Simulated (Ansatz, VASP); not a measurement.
## Si in VASP and in Ansatz

```xyz
8
Lattice="3.8685 0.0000 0.0000 -1.9343 3.3503 0.0000 0.0000 0.0000 26.2656" Properties=species:S:1:pos:R:3 pbc="T T T"
Si    2.9014    0.5584    8.1096
Si   -0.9671    2.7919    8.7662
Si   -0.9671    2.7919   11.1693
Si    0.9671    1.6751   11.9430
Si    0.9671    1.6751   14.3226
Si    2.9014    0.5584   15.0963
Si    2.9014    0.5584   17.4994
Si   -0.9671    2.7919   18.1560
```

Alike in both runs: functional PBE; k mesh 9 × 9 × 1; occupations fermi-dirac, width 0.02 eV; no spin polarisation.

Ansatz relaxed the structure, and its values are those at the end. VASP's run is a single point on that final structure, the one shown.

|  | VASP | Ansatz |
| --- | --- | --- |
| version | VASP 6.6.1 | Ansatz 0.2.0 |
| potentials or method | VASP PAW PBE potentials, release 64 (Si) | PAW with Ansatz's default frozen-core files, scalar-relativistic |
| plane-wave cutoff (eV) | 520 | 420 |
| valence electrons in the cell | 32 | 32 |

```csv
,VASP,Ansatz,Ansatz less VASP
rms of the force components (eV/Å),0.003,0.001,-0.0020
```

Ansatz's warnings: stress scf threshold loose.
